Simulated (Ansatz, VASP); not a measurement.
Two plane-wave programs on Mg2BeS3

```
CELL_PARAMETERS angstrom
3.41636 0.00000 0.00000
0.00000 3.41636 0.00000
0.00000 0.00000 11.99615
ATOMIC_POSITIONS crystal
Mg 0.50000 0.00000 0.40652
Mg 0.00000 0.50000 0.59348
Be 0.00000 0.00000 0.00000
S 0.50000 0.00000 0.62490
S 0.00000 0.50000 0.37510
S 0.50000 0.50000 0.00000
```

Change from the starting cell: species swapped into the Ti2CuSb3 type (P-4m2, No. 115).

Alike in both runs: functional PBE; k mesh 10 × 10 × 4; occupations gaussian, width 0.01 eV; no spin polarisation.

Ansatz relaxed the structure, and its values are those at the end. VASP's run is a single point on that final structure, the one shown.

```csv
,VASP,Ansatz
version,VASP 6.6.1,Ansatz 0.2.0
potentials or method,"VASP PAW PBE potentials, release 64 (Mg, Be, S), cutoff 600 eV","scalar-relativistic, plane waves, PAW"
valence electrons in the cell,24,40
```

```csv
,VASP,Ansatz,Ansatz less VASP
gap on the k mesh at the Fermi level (eV),0.27,0.27,-0.003
least direct gap on the mesh (eV),0.50,0.49,-0.015
pressure (GPa),-0.1,0.0,+0.11
rms of the force components (eV/Å),0.007,0.001,-0.0065
```

VASP's potentials hold 24 valence electrons a cell and Ansatz's 40, so a difference there can come from the potentials and not from the codes.
